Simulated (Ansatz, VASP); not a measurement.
## One calculation of Te, two programs

```
CELL_PARAMETERS angstrom
0.00000 3.30955 3.30955
3.30955 0.00000 3.30955
3.30955 3.30955 0.00000
ATOMIC_POSITIONS crystal
Te 0.87500 0.87500 0.87500
Te 0.12500 0.12500 0.12500
```

Alike in both runs: task relaxation of cell and atoms; functional PBE; k mesh 11 × 11 × 11; occupations fermi-dirac, width 0.05 eV; no spin polarisation.

|  | VASP | Ansatz |
| --- | --- | --- |
| version | VASP 6.6.1 | Ansatz 0.2.0 |
| potentials or method | VASP PAW PBE potentials, release 64 (Te) | PAW with Ansatz's default frozen-core files, scalar-relativistic |
| plane-wave cutoff (eV) | 600 | 420 |
| valence electrons in the cell | 12 | 32 |

```tsv
	VASP	Ansatz	Ansatz less VASP
relaxed volume (Å³/atom)	46.33	46.36	+0.034
relaxed cell length with the largest relative difference (Å)	5.079	5.081	+0.0013
```

VASP's potentials hold 12 valence electrons a cell and Ansatz's 32, so a difference there can come from the potentials and not from the codes.

Neither program's run includes spin-orbit coupling. Noted on VASP's run: the volume moved by over 15 % at a fixed basis, so the end points are rough.
